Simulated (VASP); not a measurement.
Here is a VASP 6.6.1 calculation.

The input INCAR:

```
SYSTEM = Ca
PREC     = Accurate       ! precision mode
ENCUT    = 520            ! plane-wave cutoff, eV
EDIFF    = 1E-7           ! SCF threshold, eV
ISMEAR   = -1             ! smearing method
SIGMA    = 0.05           ! smearing width, eV
LREAL    = .FALSE.        ! projectors in reciprocal space
LASPH    = .TRUE.         ! aspherical terms in the spheres
NELM     = 80             ! most SCF steps
ALGO     = Fast           ! electronic algorithm
ISIF     = 2              ! what is computed and relaxed
LWAVE    = .FALSE.        ! write WAVECAR
LCHARG   = .FALSE.        ! write CHGCAR
NBANDS   = 11             ! bands
```

File KPOINTS:

```
regular mesh
0
G
  8 8 8
  0 0 0
```

Contents of POSCAR:

```
Ca
1.0
    0.0000000000      2.7371595050      2.7371595050
    2.7371595050      0.0000000000      2.7371595050
    2.7371595050      2.7371595050      0.0000000000
Ca
1
Direct
    0.0000000000      0.0000000000      0.0000000000
```

Potentials or basis: VASP PAW LDA potentials, release 64 (Ca_sv).

Launch:

```bash
$ cat potpaw_LDA.64/Ca_sv/POTCAR > POTCAR
$ mpirun -np 1 vasp_std > vasp.out
```

Predict the pressure.

-1.3 GPa.

What does it give for the band gap on the k mesh?

Zero (band 5 reaches 2.06 eV, above the bottom of band 6 at 1.82 eV).
